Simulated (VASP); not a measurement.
Here is a VASP 6.6.1 calculation.

File INCAR:

```
PREC = Accurate
ENCUT = 520
EDIFF = 1E-6
ISMEAR = 0
SIGMA = 0.01
LREAL = F
LASPH = T
NELM = 80
ALGO = Normal
ISIF = 2
LWAVE = F
LCHARG = F
GGA = PS
NBANDS = 33
```

The input KPOINTS:

```
Automatic mesh
0
Gamma
  6 6 4
```

POSCAR

```
TiO2
1.0
    2.7060340000     -2.7066550000      0.0000000000
    2.7060340000      2.7066550000      0.0000000000
   -2.6335310000      0.0000000000      4.7966370000
Ti O
2 4
Direct
    0.1525872253      0.8843672253      0.2500000000
    0.8658900000      0.1341100000      0.7500000000
    0.3312210000      0.0887550000      0.6671490000
    0.6687790000      0.9112450000      0.3328510000
    0.9112450000      0.6687790000      0.8328510000
    0.0887550000      0.3312210000      0.1671490000
```

Potentials or basis: VASP PAW PBE potentials, release 64 (Ti_sv, O).

Run with:

```console
$ cat potpaw_PBE.64/Ti_sv/POTCAR potpaw_PBE.64/O/POTCAR > POTCAR
$ mpirun -np 1 vasp_std > vasp.out
```

(1) Estimate the largest force.

(2) Estimate the band gap on the k mesh.

(3) Predict the pressure.

Results:

(1) 0.367 eV/Å.

(2) 2.07 eV (least direct gap 2.42 eV).

(3) -6.4 GPa.

Caveat: the cell stands under tension; the PAW data sets were made with another functional, which shifts forces and pressure a little.
